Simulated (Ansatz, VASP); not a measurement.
# One calculation of Re, two programs

```
CELL_PARAMETERS angstrom
2.73919 0.00000 0.00000
-1.36959 2.37221 0.00000
0.00000 0.00000 4.41187
ATOMIC_POSITIONS crystal
Re 0.33333 0.66667 0.25000
Re 0.66667 0.33333 0.75000
```

Alike in both runs: task single point; functional LDA; k mesh 13 × 13 × 7; occupations methfessel-paxton of order 1, width 0.1 eV; no spin polarisation.

```csv
,VASP,Ansatz
version,VASP 6.6.1,Ansatz 0.2.0
potentials or method,"VASP PAW LDA potentials, release 64 (Re_sv_GW), cutoff 560 eV","plane waves (420 eV) with PAW, scalar-relativistic"
valence electrons in the cell,30,30
```

```csv
,VASP,Ansatz,Ansatz less VASP
pressure (GPa),-0.3,-0.3,+0.02
"traceless stress, the component that is largest in VASP (GPa)",-0.12,-0.13,-0.006
```

Ansatz warns that its potentials were made for another functional, while VASP's fit it. LDA's correlation is that of Perdew and Zunger in VASP and of Perdew and Wang (1992) in Ansatz.

Neither program's run includes spin-orbit coupling.
